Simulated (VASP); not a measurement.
Runs of VASP 6.6.1 on SiAs3. The structure is that of space group Im-3m (No. 229), or close to it. The cells are those of the table. 

```tsv
task	cell	k mesh	cutoff (eV)	gap on the mesh (eV)	pressure (GPa)	relaxed volume (Å³/atom)
relaxation of cell and atoms	relaxed from a = 4.619 Å, angles 109.5°, 4 atoms	12 × 12 × 12	600	none	0.0	(a)
relaxation of cell and atoms	relaxed from a = 5.163 Å, angles 109.5°, 4 atoms	4 × 4 × 4	600	none	-0.3	19.07
single point	a = 5.163 Å, angles 109.5°, 4 atoms	4 × 4 × 4	520	none	-13.0	-
single point	a = 4.619 Å, angles 109.5°, 4 atoms	4 × 4 × 4	520	none	0.2	-
single point	a = 4.631 Å, angles 109.5°, 4 atoms	12 × 12 × 12	520	none	0.2	-
```

Alike in all rows: level PBE; potentials or basis VASP PAW PBE potentials, release 64 (Si, As); no spin polarisation; smearing gaussian 0.1 eV.

Problem. Fill in the values left out.

Solution. (a) 19.16.

Caveats: some runs use coarse meshes; the volume moved by over 15 % at a fixed basis, so the end points are rough (some runs).

A k mesh can miss the band edges, and the runs leave out spin-orbit coupling on As.

A gap of «none» marks levels without a gap at the run's occupations.
